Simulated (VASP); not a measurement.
# CsH (Pm-3m) in VASP: vibrations by perturbation theory with LDA

Aim: the vibrations by perturbation theory of CsH with LDA.

Program: VASP 6.6.1. These are calculated values, not measurements. Logs are shortened: lines on timing, memory, paths and dates and some standing lists are left out, and cuts for length are marked.

### Step 1. The cell of the first run

The structure is cubic, space group Pm-3m (No. 221). Conventional cell: a = 3.818 Å, b = 3.818 Å, c = 3.818 Å, α = 90.00°, β = 90.00°, γ = 90.00°. Within 4.3 Å of Cs (site symmetry m-3m) lie 8 H at 3.31 Å and 6 Cs at 3.82 Å. Within 4.3 Å of H (site symmetry m-3m) lie 8 Cs at 3.31 Å and 6 H at 3.82 Å.

### Step 2. Vibrations by perturbation theory, LDA

The input, INCAR:

```
PREC     = Accurate       # precision mode
ENCUT    = 520            # plane-wave cutoff, eV
EDIFF    = 1E-8           # SCF threshold, eV
ISMEAR   = 0              # smearing method
SIGMA    = 0.01           # smearing width, eV
LREAL    = F              # projectors in reciprocal space
LASPH    = T              # aspherical terms in the spheres
NELM     = 80             # most SCF steps
ALGO     = Normal         # electronic algorithm
ISIF     = 2              # what is computed and relaxed
LWAVE    = F              # write WAVECAR
LCHARG   = F              # write CHGCAR
GGA      = CA             # functional
IBRION   = 8              # ionic algorithm
NSW      = 1              # ionic steps
```

The input, KPOINTS:

```
regular mesh
0
Gamma
  6 6 6
```

The input, POSCAR:

```
CsH
1.0
    3.8184090000      0.0000000000      0.0000000000
    0.0000000000      3.8184090000      0.0000000000
    0.0000000000      0.0000000000      3.8184090000
Cs H
1 1
Direct
    0.0000000000      0.0000000000      0.0000000000
    0.5000000000      0.5000000000      0.5000000000
```

Potentials or basis: VASP PAW LDA potentials, release 64 (Cs_sv, H).

On the command line:

```bash
cat potpaw_LDA.64/Cs_sv/POTCAR potpaw_LDA.64/H/POTCAR > POTCAR
mpirun -np 1 vasp_std > vasp.out
```

OUTCAR:

```text
PREC = Accurate
   ENCUT = 520
   EDIFF = 1E-8
   ISMEAR = 0
   LREAL = F
   LASPH = T
   NELM = 80
   ISIF = 2
   GGA = CA
   IBRION = 8
   NSW = 1

 ion  position               nearest neighbor table
   1  0.000  0.000  0.000-
   2  0.500  0.500  0.500-

  LATTYP: Found a simple cubic cell.
 ALAT       =     3.8184090000

  Lattice vectors:

 A1 = (   3.8184090000,   0.0000000000,   0.0000000000)
 A2 = (   0.0000000000,   3.8184090000,   0.0000000000)
 A3 = (   0.0000000000,   0.0000000000,   3.8184090000)

Analysis of symmetry for initial positions (statically):
=====================================================================
 Subroutine PRICEL returns:
 Original cell was already a primitive cell.

 Routine SETGRP: Setting up the symmetry group for a
 simple cubic supercell.

 Subroutine GETGRP returns: Found 48 space group operations
 (whereof 48 operations were pure point group operations)
 out of a pool of 48 trial point group operations.

The static configuration has the point symmetry O_h .

Analysis of symmetry for dynamics (positions and initial velocities):
=====================================================================
 Subroutine PRICEL returns:
 Original cell was already a primitive cell.

 Routine SETGRP: Setting up the symmetry group for a
 simple cubic supercell.

 Subroutine GETGRP returns: Found 48 space group operations
 (whereof 48 operations were pure point group operations)
 out of a pool of 48 trial point group operations.

The dynamic configuration has the point symmetry O_h .

 Subroutine INISYM returns: Found 48 space group operations
 (whereof 48 operations are pure point group operations),
 and found     1 'primitive' translations

----------------------------------------------------------------------------------------

                                     Primitive cell

  volume of cell :      55.6733

  direct lattice vectors                    reciprocal lattice vectors
     3.818409000  0.000000000  0.000000000     0.261889179  0.000000000  0.000000000
     0.000000000  3.818409000  0.000000000     0.000000000  0.261889179  0.000000000
     0.000000000  0.000000000  3.818409000     0.000000000  0.000000000  0.261889179

  length of vectors
     3.818409000  3.818409000  3.818409000     0.261889179  0.261889179  0.261889179

  position of ions in fractional coordinates (direct lattice)
     0.000000000  0.000000000  0.000000000
     0.500000000  0.500000000  0.500000000

  ion indices of the primitive-cell ions
   primitive index   ion index
                 1           1
                 2           2

----------------------------------------------------------------------------------------

 KPOINTS: regular mesh

Automatic generation of k-mesh.
 Grid dimensions read from file:
 generate k-points for:    6    6    6

 Generating k-lattice:

  Cartesian coordinates                     Fractional coordinates (reciprocal lattice)
     0.043648197  0.000000000  0.000000000     0.166666667  0.000000000  0.000000000
     0.000000000  0.043648197  0.000000000     0.000000000  0.166666667  0.000000000
     0.000000000  0.000000000  0.043648197     0.000000000  0.000000000  0.166666667

  Length of vectors
     0.043648197  0.043648197  0.043648197

  Shift w.r.t. Gamma in fractional coordinates (k-lattice)
     0.000000000  0.000000000  0.000000000

 Subroutine IBZKPT returns following result:
 ===========================================

 Found     20 irreducible k-points:

 Following reciprocal coordinates:
            Coordinates               Weight
  0.000000  0.000000  0.000000      1.000000
  0.166667  0.000000  0.000000      6.000000
  0.333333  0.000000  0.000000      6.000000
  0.500000  0.000000  0.000000      3.000000
  0.166667  0.166667  0.000000     12.000000
  0.333333  0.166667  0.000000     24.000000
[... 12 lines left out ...]
  0.500000  0.500000  0.333333      6.000000
  0.500000  0.500000  0.500000      1.000000
   k-points           NKPTS =     20   k-points in BZ     NKDIM =     20   number of bands    NBANDS=      9
   number of dos      NEDOS =    301   number of ions     NIONS =      2
   total plane-waves  NPLWV =  21952
[... 16 lines left out ...]
   LREAL  =      F    real-space projection
   EDIFFG = 0.1E-06   stopping-criterion for IOM
   NSW    =      1    number of steps for IOM
   IBRION =      8    ionic relax: 0-MD 1-quasi-New 2-CG
   NFREE  =      0    steps in history (QN), initial steepest desc. (CG)
   ISIF   =      2    stress and relaxation
   ISYM   =      2    0-nonsym 1-usesym 2-fastsym
   POTIM  = 0.5000    time-step for ionic-motion
   TEBEG  =    0.0;   TEEND  =   0.0 temperature during run
   PSTRESS=    0.0 pullay stress
   NELECT =      10.0000    total number of electrons
   NUPDOWN=      -1.0000    fix difference up-down
   EMIN   =  10.00;   EMAX   =-10.00  energy-range for DOS
   EFERMI =   0.00;   METHOD = LEGACY
   ISMEAR =     0;   SIGMA  =   0.01  broadening in eV -4-tet -1-fermi 0-gaus
   EFERMI_NEDOS =   21; number of points for ismear=-14 and -15
   IALGO  =     38    algorithm
   IMIX   =      4    mixing-type and parameters
     AMIX     =   0.40;   BMIX     =  1.00
     AMIX_MAG =   1.60;   BMIX_MAG =  1.00
  volume/ion in A,a.u.               =      27.84       187.85
  Fermi-wavevector in a.u.,A,eV,Ry     =   0.923689  1.745519 11.608507  0.853201
  Thomas-Fermi vector in A             =   2.049353
   LORBIT       =      0    0 simple, 1 ext, 2 COOP (PROOUT), +10 PAW based schemes
   GGA     = CA    functional components
   LHFCALC =     F    Hartree Fock is set to
   AEXX    =    0.0000 exact exchange contribution
   IVDW    =     0    specifies the selected vdW correction
   LEPSILON=     F    determine dielectric tensor
   LRPA    =     F    only Hartree local field effects (RPA)
 non-spin polarized calculation
 Gauss-broadening in eV      SIGMA  =   0.01
  energy-cutoff  :      520.00
  volume of cell :       55.67
 maximum number of plane-waves:      1518
   NGX = 15   NGY = 15   NGZ = 15

--------------------------------------- Ionic step        1  -------------------------------------------

 number of electron      10.0000000 magnetization

 Free energy of the ion-electron system (eV)
  ---------------------------------------------------
  ext. energy  EPLUGINS =         0.00000000
  ---------------------------------------------------
  free energy    TOTEN  =        -4.90541743 eV

  energy without entropy =       -4.90541743  energy(sigma->0) =       -4.90541743

 E-fermi :   0.8273     XC(G=0):  -8.1906

 val. band max:        0.6717645562   @ k =   0.5000   0.5000   0.5000
 cond. band min:       2.9400198130   @ k =   0.5000   0.0000   0.0000
 fundamental gap:      2.2682552567
 Fermi energy:         0.8273313710

 k-point     1 :       0.0000    0.0000    0.0000
  band No.  band energies     occupation
      1     -21.2056      2.00000
      2      -7.2654      2.00000
      3      -7.2654      2.00000
      4      -7.2654      2.00000
      5      -1.4673      2.00000
      6       3.7234      0.00000
      7       3.7234      0.00000
      8       7.6299      0.00000
      9       9.9463      0.00000
[... 217 lines left out ...]
 k-point    20 :       0.5000    0.5000    0.5000
  band No.  band energies     occupation
      1     -20.7484      2.00000
      2      -8.2718      2.00000
      3      -8.2718      2.00000
      4      -8.2718      2.00000
      5       0.6718      2.00000
      6       3.1107      0.00000
      7       3.1107      0.00000
      8       3.1107      0.00000
      9      11.9209      0.00000

------------------------ aborting loop because EDIFF is reached ----------------------------------------

  FORCE on cell =-STRESS in cart. coord.  units (eV):
  Direction    XX          YY          ZZ          XY          YZ          ZX
  --------------------------------------------------------------------------------------
  -------------------------------------------------------------------------------------
  Total       -0.6578212     -0.6578212     -0.6578212     -0.0000000     -0.0000000      0.0000000
  in kB      -18.9308929    -18.9308929    -18.9308929     -0.0000000     -0.0000000      0.0000000
  external PRESSURE =     -18.9308929 kB  Pullay stress =       0.0000000 kB

 VOLUME and BASIS-vectors are now :
 -----------------------------------------------------------------------------
  energy-cutoff  :      520.00
  volume of cell :       55.67
      direct lattice vectors                 reciprocal lattice vectors
     3.818409000  0.000000000  0.000000000     0.261889179  0.000000000  0.000000000
     0.000000000  3.818409000  0.000000000     0.000000000  0.261889179  0.000000000
     0.000000000  0.000000000  3.818409000     0.000000000  0.000000000  0.261889179

 POSITION                                       TOTAL-FORCE (eV/Angst)
 -----------------------------------------------------------------------------------
      0.00000      0.00000      0.00000         0.000000      0.000000      0.000000
      1.90920      1.90920      1.90920         0.000000      0.000000      0.000000
 -----------------------------------------------------------------------------------
    total drift:                                0.000000      0.000000      0.000000

  FREE ENERGIE OF THE ION-ELECTRON SYSTEM (eV)
  ---------------------------------------------------
  free  energy   TOTEN  =        -4.9054174281 eV

  energy  without entropy=       -4.9054174281  energy(sigma->0) =       -4.90541743

[... ionic steps 2 to 3 ...]

--------------------------------------- Ionic step        4  -------------------------------------------

------------------------ aborting loop because EDIFF is reached ----------------------------------------

[... ionic steps 5 to 6 ...]

--------------------------------------- Ionic step        7  -------------------------------------------

 Free energy of the ion-electron system (eV)
  ---------------------------------------------------
  ---------------------------------------------------
  free energy    TOTEN  =        -0.01553508 eV

  energy without entropy =       -0.01553508

------------------------ aborting loop because EDIFF is reached ----------------------------------------

 INTERNAL STRAIN TENSOR  FOR ION    2  DIRECTION 1   (eV/Angst):
 -----------------------------------------------------------------------------
    -0.00577 -0.00000  0.00000
     0.00000  0.00478 -0.00000
    -0.00000 -0.00000  0.00478

 INTERNAL STRAIN TENSOR FOR ION    2 for displacements in x,y,z  (eV/Angst):
          X           Y           Z          XY          YZ          ZX
  --------------------------------------------------------------------------------
  x     0.00000     0.00000     0.00000     0.00000     0.00000     0.00000
  y     0.00000     0.00000     0.00000     0.00000     0.00000     0.00000
  z     0.00000     0.00000     0.00000     0.00000     0.00000     0.00000

 SECOND DERIVATIVES (NOT SYMMETRIZED)
 ------------------------------------
               1X          1Y          1Z          2X          2Y          2Z
  1X    -0.305322   -0.000000    0.000000    0.305322    0.000000   -0.000000
  1Y    -0.000000   -0.305322   -0.000000    0.000000    0.305322    0.000000
  1Z    -0.000000   -0.000000   -0.305322    0.000000    0.000000    0.305322
  2X     0.294075    0.000000   -0.000000   -0.294075   -0.000000    0.000000
  2Y     0.000000    0.294075   -0.000000   -0.000000   -0.294075    0.000000
  2Z     0.000000    0.000000    0.294075    0.000000   -0.000000   -0.294075

 Eigenvectors and eigenvalues of the dynamical matrix
 ----------------------------------------------------

   1 f  =    8.510803 THz    53.474953 2PiTHz  283.889835 cm-1    35.197838 meV
             X         Y         Z           dx          dy          dz
      0.000000  0.000000  0.000000     0.088059   -0.000000    0.000000
      1.909204  1.909204  1.909204    -0.996115    0.000000    0.000000
[... 21 lines left out ...]
   6 f/i=    0.014008 THz     0.088014 2PiTHz    0.467249 cm-1     0.057932 meV
             X         Y         Z           dx          dy          dz
      0.000000  0.000000  0.000000    -0.996115   -0.000000    0.000000
      1.909204  1.909204  1.909204    -0.088059    0.000000    0.000000

--------------------------------------------------------------------------------------------------------

 ELASTIC MODULI CONTR FROM IONIC RELAXATION (kBar)
 Direction    XX          YY          ZZ          XY          YZ          ZX
 --------------------------------------------------------------------------------
 XX           0.0000      0.0000      0.0000      0.0000      0.0000      0.0000
 YY           0.0000      0.0000      0.0000      0.0000      0.0000      0.0000
 ZZ           0.0000      0.0000      0.0000      0.0000      0.0000      0.0000
 XY           0.0000      0.0000      0.0000      0.0000      0.0000      0.0000
 YZ           0.0000      0.0000      0.0000      0.0000      0.0000      0.0000
 ZX           0.0000      0.0000      0.0000      0.0000      0.0000      0.0000
 --------------------------------------------------------------------------------
```

Run time: 69 s. Hardware: 1 thread of Intel Xeon Platinum 8375C at 2.90GHz (Ice Lake), shared host; peak memory 0.18 GiB.

What came out:

| Quantity | Value |
| --- | --- |
| Highest phonon frequency at Γ | 284 cm⁻¹ |

Phonon frequencies in cm⁻¹ (negative: imaginary):
| q point | frequencies |
| --- | --- |
| (0.000, 0.000, 0.000) | 0 0 0 284 284 284 |

Caveat: the cell stands under pressure or tension, which shifts response properties; spin-orbit coupling is left out, which moves the levels of the heavy elements.
